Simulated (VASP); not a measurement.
Here is a VASP 6.6.1 calculation.

INCAR

```
SYSTEM = Au
  PREC = Accurate
  ENCUT = 600
  EDIFF = 1E-7
  ISMEAR = 0
  SIGMA = 0.1
  LREAL = .FALSE.
  LASPH = .TRUE.
  NELM = 100
  ALGO = Fast
  ISIF = 4
  LWAVE = .FALSE.
  LCHARG = .FALSE.
  GGA = PE
  IBRION = 2
  NSW = 50
  EDIFFG = -0.01
```

Contents of KPOINTS:

```
Automatic mesh
0
G
  16 16 10
  0 0 0
```

The input POSCAR:

```
Au
1.0
    1.4066839097     -2.5162073378      0.0000000000
    1.4066839097      2.5162073378      0.0000000000
    0.0000000000      0.0000000000      4.7845286527
Au
2
Direct
    0.6633870831      0.3366129169      0.2500000000
    0.3366129169      0.6633870831      0.7500000000
```

Potentials or basis: VASP PAW PBE potentials, release 64 (Au).

Run with:

```bash
$ cat potpaw_PBE.64/Au/POTCAR > POTCAR
$ mpirun -np 1 vasp_std > vasp.out
```

(1) Predict the band gap on the k mesh.

Results:

(1) zero (band 11 reaches 13.58 eV, above the bottom of band 12 at 6.95 eV).

Caveat: spin-orbit coupling is left out, which moves the levels of the heavy elements.
